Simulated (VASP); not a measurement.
A run of VASP 6.6.1:

Contents of INCAR:

```
ALGO = Normal
EDIFF = 1E-6
ENCUT = 520
GGA = PE
ISIF = 2
ISMEAR = 0
LASPH = T
LCHARG = F
LREAL = F
LWAVE = F
NBANDS = 18
NELM = 80
PREC = Accurate
SIGMA = 0.05
```

Contents of KPOINTS:

```
k-points
0
Gamma
  8 8 8
```

Contents of POSCAR:

```
HfO2
1.0
    0.0000000000      2.8708412057      2.0296847325
    2.8708412057      0.0000000000      2.0296847325
    2.8708412057      2.8708412057      0.0000000000
Hf O
1 2
Direct
    0.0000000000      0.0000000000      0.0000000000
    0.2500000000      0.2500000000      0.2500000000
    0.7500000000      0.7500000000      0.7500000000
```

Potentials or basis: VASP PAW PBE potentials, release 64 (Hf_pv, O).

Command:

```bash
$ cat potpaw_PBE.64/Hf_pv/POTCAR potpaw_PBE.64/O/POTCAR > POTCAR
$ mpirun -np 1 vasp_std > vasp.out
```

Hardware: 1 thread of AMD EPYC 7R43 64-Core Processor (Zen 3) (shared host).

Task: Estimate the wall time of this run.

Result: It took 42 s on 1 thread of AMD EPYC 7R43 64-Core Processor (Zen 3), on a shared host, peak memory 0.14 GiB. Counts: scf iterations 16, k points 59.
